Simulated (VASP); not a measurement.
Input of a VASP 6.6.1 run:

File INCAR:

```
SYSTEM = TiSi16
  PREC = Accurate
  ENCUT = 520
  EDIFF = 1E-6
  ISMEAR = -1
  SIGMA = 0.02
  LREAL = Auto
  LASPH = .TRUE.
  NELM = 100
  ALGO = Normal
  ISIF = 2
  LWAVE = .FALSE.
  LCHARG = .FALSE.
  GGA = PE
  NBANDS = 52
```

File KPOINTS:

```
Automatic mesh
0
G
  2 2 2
  0 0 0
```

The input POSCAR:

```
TiSi16
1.0
    0.0000000000      5.4300000000      5.4300000000
    5.4300000000      0.0000000000      5.4300000000
    5.4300000000      5.4300000000      0.0000000000
Si Ti
16 1
Direct
    0.0244843462      0.0025690608      0.0100276243
    0.2093646409      0.0322375691      0.1910036832
    0.0038858195     -0.0229281768      0.5593554328
    0.1211049724      0.1613627993      0.6500736648
   -0.0067679558      0.4013167587      0.0111878453
    0.0571639042      0.6218600368      0.0960220994
   -0.0334898711      0.5278176796      0.4622744015
    0.0734990792      0.6154511971      0.6435543278
    0.5795027624     -0.0343093923     -0.0210128913
    0.6625046041      0.1412523020      0.0970902394
    0.5274401473      0.0232228361      0.4725598527
    0.6394198895      0.1800460405      0.5802854512
    0.4225230203      0.5683057090      0.0335727440
    0.6362891344      0.6159944751      0.1257366483
    0.4534162063      0.5294567219      0.4861786372
    0.6085543278      0.6705432781      0.5947790055
    0.3886187845      0.3558195212      0.8790791897
```

Potentials or basis: VASP PAW PBE potentials, release 64 (Si, Ti_sv).

The run is started by

```bash
$ cat potpaw_PBE.64/Si/POTCAR potpaw_PBE.64/Ti_sv/POTCAR > POTCAR
$ mpirun -np 1 vasp_std > vasp.out
```

Predict the band gap on the k mesh.

zero (band 38 reaches 6.81 eV, above the bottom of band 39 at 6.64 eV).

What does it give for the pressure?

0.9 GPa.

What does it give for the largest force?

2.673 eV/Å.

Forces on the atoms (eV/Å):
```
Si  -0.069  1.414 -0.088
Si  -0.286 -1.415 -0.491
Si   0.775 -0.038  0.690
Si  -1.941 -0.460  0.528
Si  -0.137  0.263 -0.222
Si   0.717  0.044  1.210
Si  -0.268  1.220 -0.209
Si  -0.243  0.033  0.475
Si   0.112 -0.714  1.118
Si   1.106 -0.522 -0.201
Si   1.723 -1.405  0.106
Si  -1.655  1.794 -1.088
Si  -1.719 -0.618 -0.122
Si  -0.625  0.466 -0.630
Si   1.048 -0.368  1.107
Si   0.242  0.575 -2.489
Ti   1.219 -0.270  0.307
```

Caveat: the k points lie up to 0.50 Å⁻¹ apart.
